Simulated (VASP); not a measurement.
# TaHg (P-3m1) in VASP: relaxation of cell and atoms with PBE

Aim: the relaxation of cell and atoms of TaHg with PBE.

Everything below comes from runs of VASP 6.6.1. Logs are shortened: lines on timing, memory, paths and dates and some standing lists are left out, and cuts for length are marked.

## Step 1: The cell of the first run

It takes space group P-3m1 (No. 164, trigonal). Conventional cell: a = 3.324 Å, b = 3.324 Å, c = 9.773 Å, α = 90.00°, β = 90.00°, γ = 120.00°. Ta (site symmetry 3m) has 9 Ta at 3.06 to 3.32 Å and 3 Hg at 3.11 Å within 4.0 Å. Hg (site symmetry 3m) has 3 Ta at 3.11 Å and 9 Hg at 3.16 to 3.32 Å within 4.1 Å.

The cell was generated, and may not be a known phase.

## Step 2: Relaxation of cell and atoms, PBE

Contents of INCAR:

```
PREC = Accurate
ENCUT = 550
EDIFF = 1E-7
ISMEAR = 0
SIGMA = 0.1
LREAL = False
LASPH = True
NELM = 120
ALGO = Normal
ISIF = 3
LWAVE = False
LCHARG = False
GGA = PE
IBRION = 2
NSW = 90
EDIFFG = -0.04
GGA_COMPAT = False
NELMIN = 4
```

Contents of KPOINTS:

```
Automatic mesh
0
Gamma
  6 6 2
```

Contents of POSCAR:

```
TaHg
1.0
    3.3237684300      0.0000000000      0.0000000000
   -1.6618842100      2.8784678900      0.0000000000
    0.0000000000      0.0000000000      9.7730203200
Ta Hg
2 2
Direct
    0.3333333300      0.6666666700      0.3783776900
    0.6666666700      0.3333333300      0.6216223100
    0.3333333300      0.6666666700      0.8716396400
    0.6666666700      0.3333333300      0.1283603600
```

Potentials or basis: VASP PAW PBE potentials, release 64 (Ta_sv_GW, Hg_sv_GW).

Launch:

```console
$ cat potpaw_PBE.64/Ta_sv_GW/POTCAR potpaw_PBE.64/Hg_sv_GW/POTCAR > POTCAR
$ mpirun -np 1 vasp_std > vasp.out
```

OUTCAR:

```text
PREC = Accurate
   ENCUT = 550
   EDIFF = 1E-7
   ISMEAR = 0
   LREAL = False
   LASPH = True
   NELM = 120
   ISIF = 3
   GGA = PE
   IBRION = 2
   NSW = 90
   EDIFFG = -0.04
   NELMIN = 4

 ion  position               nearest neighbor table
   1  0.333  0.667  0.378-   2 3.06   2 3.06   2 3.06   4 3.11   4 3.11   4 3.11
   2  0.667  0.333  0.622-   1 3.06   1 3.06   1 3.06   3 3.11   3 3.11   3 3.11
   3  0.333  0.667  0.872-   2 3.11   2 3.11   2 3.11   4 3.16   4 3.16   4 3.16
   4  0.667  0.333  0.128-   1 3.11   1 3.11   1 3.11   3 3.16   3 3.16   3 3.16

  LATTYP: Found a hexagonal cell.
 ALAT       =     3.3237684300
 C/A-ratio  =     2.9403433259

  Lattice vectors:

 A1 = (   3.3237684300,   0.0000000000,   0.0000000000)
 A2 = (  -1.6618842100,   2.8784678900,   0.0000000000)
 A3 = (   0.0000000000,   0.0000000000,   9.7730203200)

Analysis of symmetry for initial positions (statically):
=====================================================================
 Subroutine PRICEL returns:
 Original cell was already a primitive cell.

 Routine SETGRP: Setting up the symmetry group for a
 hexagonal supercell.

 Subroutine GETGRP returns: Found 12 space group operations
 (whereof 12 operations were pure point group operations)
 out of a pool of 24 trial point group operations.

The static configuration has the point symmetry D_3d.

Analysis of symmetry for dynamics (positions and initial velocities):
=====================================================================
 Subroutine PRICEL returns:
 Original cell was already a primitive cell.

 Routine SETGRP: Setting up the symmetry group for a
 hexagonal supercell.

 Subroutine GETGRP returns: Found 12 space group operations
 (whereof 12 operations were pure point group operations)
 out of a pool of 24 trial point group operations.

The dynamic configuration has the point symmetry D_3d.

 Subroutine INISYM returns: Found 12 space group operations
 (whereof 12 operations are pure point group operations),
 and found     1 'primitive' translations

----------------------------------------------------------------------------------------

                                     Primitive cell

  volume of cell :      93.5020

  direct lattice vectors                    reciprocal lattice vectors
     3.323768430  0.000000000  0.000000000     0.300863319  0.173703518  0.000000000
    -1.661884210  2.878467890  0.000000000     0.000000000  0.347407037  0.000000000
     0.000000000  0.000000000  9.773020320     0.000000000  0.000000000  0.102322513

  length of vectors
     3.323768430  3.323768422  9.773020320     0.347407036  0.347407037  0.102322513

  position of ions in fractional coordinates (direct lattice)
     0.333333330  0.666666670  0.378377690
     0.666666670  0.333333330  0.621622310
     0.333333330  0.666666670  0.871639640
     0.666666670  0.333333330  0.128360360

  ion indices of the primitive-cell ions
   primitive index   ion index
                 1           1
                 2           2
                 3           3
                 4           4

----------------------------------------------------------------------------------------

 KPOINTS: Automatic mesh

Automatic generation of k-mesh.
 Grid dimensions read from file:
 generate k-points for:    6    6    2

 Generating k-lattice:

  Cartesian coordinates                     Fractional coordinates (reciprocal lattice)
     0.050143886  0.028950586  0.000000000     0.166666667 -0.000000000  0.000000000
     0.000000000  0.057901173  0.000000000     0.000000000  0.166666667  0.000000000
     0.000000000  0.000000000  0.051161257     0.000000000  0.000000000  0.500000000

  Length of vectors
     0.057901173  0.057901173  0.051161257

  Shift w.r.t. Gamma in fractional coordinates (k-lattice)
     0.000000000  0.000000000  0.000000000

 Subroutine IBZKPT returns following result:
 ===========================================

 Found     14 irreducible k-points:

 Following reciprocal coordinates:
            Coordinates               Weight
  0.000000  0.000000  0.000000      1.000000
  0.166667 -0.000000  0.000000      6.000000
  0.333333  0.000000  0.000000      6.000000
  0.500000 -0.000000  0.000000      3.000000
  0.166667  0.166667  0.000000      6.000000
  0.333333  0.166667  0.000000     12.000000
  0.333333  0.333333  0.000000      2.000000
  0.000000  0.000000  0.500000      1.000000
  0.166667 -0.000000  0.500000      6.000000
  0.333333  0.000000  0.500000      6.000000
  0.500000 -0.000000  0.500000      3.000000
  0.166667  0.166667  0.500000      6.000000
  0.333333  0.166667  0.500000     12.000000
  0.333333  0.333333  0.500000      2.000000
   k-points           NKPTS =     14   k-points in BZ     NKDIM =     14   number of bands    NBANDS=     39
   number of dos      NEDOS =    301   number of ions     NIONS =      4
   total plane-waves  NPLWV =  62720
   dimension x,y,z NGX =    28 NGY =   28 NGZ =   80
   dimension x,y,z NGXF=    56 NGYF=   56 NGZF=  160
   ions per type =               2   2
   NGX,Y,Z   is equivalent  to a cutoff of  14.00, 14.00, 13.61 a.u.
   NGXF,Y,Z  is equivalent  to a cutoff of  28.01, 28.01, 27.22 a.u.
 SYSTEM =  unknown system
   PREC   = accura    normal or accurate (medium, high low for compatibility)
   ISTART =      0    job   : 0-new  1-cont  2-samecut
   ICHARG =      2    charge: 1-file 2-atom 10-const
   ISPIN  =      1    spin polarized calculation?
   LNONCOLLINEAR =      F non collinear calculations
   LSORBIT =      F    spin-orbit coupling
   LASPH  =      T    aspherical Exc in radial PAW
   ENCUT  =  550.0 eV  40.42 Ry    6.36 a.u.   6.36  6.36 18.69*2*pi/ulx,y,z
   NELM   =    120;   NELMIN=  4; NELMDL= -5     # of ELM steps
   EDIFF  = 0.1E-06   stopping-criterion for ELM
   LREAL  =      F    real-space projection
   EDIFFG = -.4E-01   stopping-criterion for IOM
   NSW    =     90    number of steps for IOM
   IBRION =      2    ionic relax: 0-MD 1-quasi-New 2-CG
   NFREE  =      1    steps in history (QN), initial steepest desc. (CG)
   ISIF   =      3    stress and relaxation
   ISYM   =      2    0-nonsym 1-usesym 2-fastsym
   POTIM  = 0.5000    time-step for ionic-motion
   TEBEG  =    0.0;   TEEND  =   0.0 temperature during run
   PSTRESS=    0.0 pullay stress
   NELECT =      66.0000    total number of electrons
   NUPDOWN=      -1.0000    fix difference up-down
   EMIN   =  10.00;   EMAX   =-10.00  energy-range for DOS
   EFERMI =   0.00;   METHOD = LEGACY
   ISMEAR =     0;   SIGMA  =   0.10  broadening in eV -4-tet -1-fermi 0-gaus
   EFERMI_NEDOS =   21; number of points for ismear=-14 and -15
   IALGO  =     38    algorithm
   IMIX   =      4    mixing-type and parameters
     AMIX     =   0.40;   BMIX     =  1.00
     AMIX_MAG =   1.60;   BMIX_MAG =  1.00
  volume/ion in A,a.u.               =      23.38       157.75
  Fermi-wavevector in a.u.,A,eV,Ry     =   1.457636  2.754533 28.908345  2.124703
  Thomas-Fermi vector in A             =   2.574415
   LORBIT       =      0    0 simple, 1 ext, 2 COOP (PROOUT), +10 PAW based schemes
   GGA     = PE    functional components
   LHFCALC =     F    Hartree Fock is set to
   AEXX    =    0.0000 exact exchange contribution
   IVDW    =     0    specifies the selected vdW correction
   LEPSILON=     F    determine dielectric tensor
   LRPA    =     F    only Hartree local field effects (RPA)
 conjugate gradient relaxation of ions
 non-spin polarized calculation
 Gauss-broadening in eV      SIGMA  =   0.10
  energy-cutoff  :      550.00
  volume of cell :       93.50
 maximum number of plane-waves:      2761
 NGX is ok and might be reduce to    28
   NGX = 13   NGY = 13   NGZ = 37

--------------------------------------- Ionic step        1  -------------------------------------------

 number of electron      65.9999998 magnetization

 Free energy of the ion-electron system (eV)
  ---------------------------------------------------
  ext. energy  EPLUGINS =         0.00000000
  ---------------------------------------------------
  free energy    TOTEN  =       -26.87999792 eV

  energy without entropy =      -26.84393392  energy(sigma->0) =      -26.86196592

------------------------ aborting loop because EDIFF is reached ----------------------------------------

  FORCE on cell =-STRESS in cart. coord.  units (eV):
  Direction    XX          YY          ZZ          XY          YZ          ZX
  --------------------------------------------------------------------------------------
  -------------------------------------------------------------------------------------
  Total       -9.0824530     -9.0824529     -6.7573014     -0.0000000     -0.0000000     -0.0000000
  in kB     -155.6298114   -155.6298107   -115.7878324     -0.0000003     -0.0000000     -0.0000000
  external PRESSURE =    -142.3491515 kB  Pullay stress =       0.0000000 kB
[... 23 lines left out ...]
  energy  without entropy=      -26.8439339245  energy(sigma->0) =      -26.86196592

--------------------------------------- Ionic step        2  -------------------------------------------

 number of electron      65.9999999 magnetization

 E-fermi :  11.3322     XC(G=0): -13.3540

 val. band max:       11.2399319069   @ k =   0.1667  -0.0000   0.5000
 cond. band min:      11.4054293730   @ k =   0.5000  -0.0000   0.0000
 fundamental gap:      0.1654974661
 Fermi energy:        11.3321691457

 k-point     1 :       0.0000    0.0000    0.0000
  band No.  band energies     occupation
      1    -104.8814      2.00000
      2    -104.8780      2.00000
      3     -56.5017      2.00000
      4     -56.3463      2.00000
      5     -53.2678      2.00000
      6     -53.1971      2.00000
[... 646 lines left out ...]
  FREE ENERGIE OF THE ION-ELECTRON SYSTEM (eV)
  ---------------------------------------------------
  free  energy   TOTEN  =       -27.5958260124 eV

  energy  without entropy=      -27.5657871763  energy(sigma->0) =      -27.58080659

[... ionic steps 4 to 11 ...]

--------------------------------------- Ionic step       12  -------------------------------------------

 number of electron      65.9999988 magnetization

------------------------ aborting loop because EDIFF is reached ----------------------------------------

  FORCE on cell =-STRESS in cart. coord.  units (eV):
  Direction    XX          YY          ZZ          XY          YZ          ZX
  --------------------------------------------------------------------------------------
  -------------------------------------------------------------------------------------
  Total        0.0422057      0.0422057      0.0461432      0.0000000      0.0000000      0.0000000
  in kB        0.8401774      0.8401774      0.9185602      0.0000000      0.0000000      0.0000000
  external PRESSURE =       0.8663050 kB  Pullay stress =       0.0000000 kB
[... 61 lines left out ...]
  energy  without entropy=      -27.6953133402  energy(sigma->0) =      -27.70437551

--------------------------------------- Ionic step       14  -------------------------------------------

 number of electron      65.9999987 magnetization

 Free energy of the ion-electron system (eV)
  ---------------------------------------------------
  ext. energy  EPLUGINS =         0.00000000
  ---------------------------------------------------
  free energy    TOTEN  =       -27.71369688 eV

  energy without entropy =      -27.69556467  energy(sigma->0) =      -27.70463077

 E-fermi :   8.8417     XC(G=0): -12.3569

 val. band max:        8.8126374781   @ k =   0.3333   0.0000   0.5000
 cond. band min:       8.9214995550   @ k =   0.3333   0.1667   0.5000
 fundamental gap:      0.1088620769
 Fermi energy:         8.8416999149

 k-point     1 :       0.0000    0.0000    0.0000
  band No.  band energies     occupation
      1    -106.6392      2.00000
      2    -106.6386      2.00000
      3     -59.2446      2.00000
      4     -59.1878      2.00000
      5     -54.9786      2.00000
      6     -54.9577      2.00000
[... 608 lines left out ...]
  FREE ENERGIE OF THE ION-ELECTRON SYSTEM (eV)
  ---------------------------------------------------
  free  energy   TOTEN  =       -27.7136968847 eV

  energy  without entropy=      -27.6955646652  energy(sigma->0) =      -27.70463077

 reached required accuracy - stopping structural energy minimisation
```

It took 30 min on 1 thread of AMD EPYC 7R43 (Zen 3), shared host; peak memory 0.24 GiB.

Results:

```
Free energy                           : -27.7137 eV
Relaxed volume                        : 20.14 Å³/atom
Relaxed cell                          : a = 3.066 Å, b = 3.066 Å, c = 9.893 Å, α = 90.00°, β = 90.00°, γ = 120.00°
Space group after relaxing (to 0.1 Å) : P-3m1 (No. 164)
Energy gained by relaxing             : 208.4 meV/atom
Ionic steps                           : 14
Pressure after relaxing               : 0.0 GPa
Largest force after relaxing          : 0.035 eV/Å
Band gap on the k mesh                : zero (bands 33 and 34 overlap by 0.39 eV)
```

Forces in eV/Å, atoms in the order of the input:
```
Ta   0.000  0.000  0.035
Ta   0.000  0.000 -0.035
Hg   0.000  0.000 -0.021
Hg   0.000  0.000  0.021
```

The path:
```tsv
step	energy change (eV)	largest force (eV/Å)	pressure (GPa)	volume (Å³)
1	0.0000	1.0894	-14.23	93.50
2	0.3882	0.9863	33.96	68.10
3	-0.7158	0.3364	-0.04	80.73
4	-0.7168	0.3114	0.54	80.38
5	-0.7168	0.2927	0.97	80.13
6	-0.7971	0.2739	0.90	80.04
7	-0.8187	0.2942	1.28	79.87
8	-0.8195	0.2921	1.19	79.90
9	-0.8239	0.1727	-1.95	81.71
10	-0.8279	0.2167	-0.70	80.97
11	-0.8333	0.0568	-0.07	80.56
12	-0.8334	0.0477	0.09	80.48
13	-0.8334	0.0451	0.06	80.49
14	-0.8337	0.0352	0.00	80.56
```

Final structure:
```
Ta Hg
1.0
     3.06644    0.00000    0.00000
    -1.53322    2.65561    0.00000
     0.00000    0.00000    9.89302
Ta Hg
2 2
Direct
  0.33333 0.66667 0.38270
  0.66667 0.33333 0.61730
  0.33333 0.66667 0.86564
  0.66667 0.33333 0.13436
```

Caveat: the k points lie up to 0.39 Å⁻¹ apart in the final cell; spin-orbit coupling is left out, which moves the levels of the heavy elements.

The gap in the log of VASP goes by the Fermi energy; the results here count the filled bands.